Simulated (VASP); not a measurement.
PbS: single point with r2SCAN

Crystal: PbS.

```
Pb S
1.0
     0.00000    2.96500    2.81675
     2.96500    0.00000    2.81675
     2.96500    2.96500    0.00000
Pb S
1 1
Direct
  0.00000 0.00000 0.00000
  0.50000 0.50000 0.50000
```

This cell differs from its parent crystal: strain +0.000 along x and y, -0.050 along z.

```yaml
Program: VASP 6.6.1
Task: single point
Functional: r2SCAN
Potentials_or_basis: VASP PAW PBE potentials, release 64 (Pb_d, S)
Cutoff: 550 eV
k_mesh: 8 × 8 × 8
Occupations: gaussian, width 0.05 eV
Spin: no spin polarisation
Dipole_correction: no
Further_INCAR_settings: ALGO = Normal; EDIFF = 1e-06; NBANDS = 17
```

```yaml
Pressure: 5.5 GPa
Band_gap_on_the_k_mesh: 0.31 eV
```

Stress tensor (GPa, compression positive):
```
 2.33  0.00  0.00
 0.00  2.33  0.00
 0.00  0.00 11.89
```

Levels at points of the mesh, in eV from the valence-band top:
| k point | band 8 | band 9 | band 10 | band 11 | band 12 | band 13 |
| --- | --- | --- | --- | --- | --- | --- |
| (0.00, 0.00, 0.00) | -3.09 | -2.63 | -2.63 | 5.15 | 5.15 | 6.49 |
| (0.50, 0.00, 0.00) | -2.38 | -2.27 | 0.00 | 0.31 | 1.73 | 2.12 |
| (0.50, 0.50, 0.00) | -6.10 | -4.22 | -4.22 | 3.60 | 5.95 | 5.95 |
| (0.50, 0.00, 0.50) | -6.00 | -4.39 | -3.82 | 3.85 | 5.64 | 5.85 |

It took 2 min on 1 thread of AMD EPYC 9R45 96-Core Processor (Zen 5), with other jobs on the host, peak memory 0.19 GiB.

Caveat: the cell differs from its parent crystal (strain +0.000 along x and y, -0.050 along z); the cell stands under pressure; the PAW data sets were made with another functional, which shifts forces and pressure a little; spin-orbit coupling is left out, which moves the levels of the heavy elements. A k mesh can miss the band edges.
